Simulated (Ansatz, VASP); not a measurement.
## Si2C3: VASP beside Ansatz

```
Si C
1.0
    -1.55364    1.55364    6.30488
     1.55364   -1.55364    6.30488
     1.55364    1.55364   -6.30488
Si C
2 3
Direct
  0.10098 0.10098 0.00000
  0.89902 0.89902 0.00000
  0.60742 0.60742 0.00000
  0.50000 0.50000 0.00000
  0.39258 0.39258 0.00000
```

Alike in both runs: functional PBE; k mesh 16 × 16 × 16; occupations gaussian, width 0.1 eV; no spin polarisation.

Ansatz relaxed the structure, and its values are those at the end. VASP's run is a single point on that final structure, the one shown.

|  | VASP | Ansatz |
| --- | --- | --- |
| version | VASP 6.6.1 | Ansatz 0.2.0 |
| potentials or method | VASP PAW PBE potentials, release 64 (Si, C), cutoff 520 eV | scalar-relativistic, plane waves, PAW |
| valence electrons in the cell | 20 | 20 |

```csv
,VASP,Ansatz,Ansatz less VASP
gap on the k mesh at the Fermi level (eV),none,none,-
pressure (GPa),0.1,0.0,-0.15
rms of the force components (eV/Å),0.020,0.001,-0.0191
```

A gap of «none» marks a metal or a gap that the smearing closes.
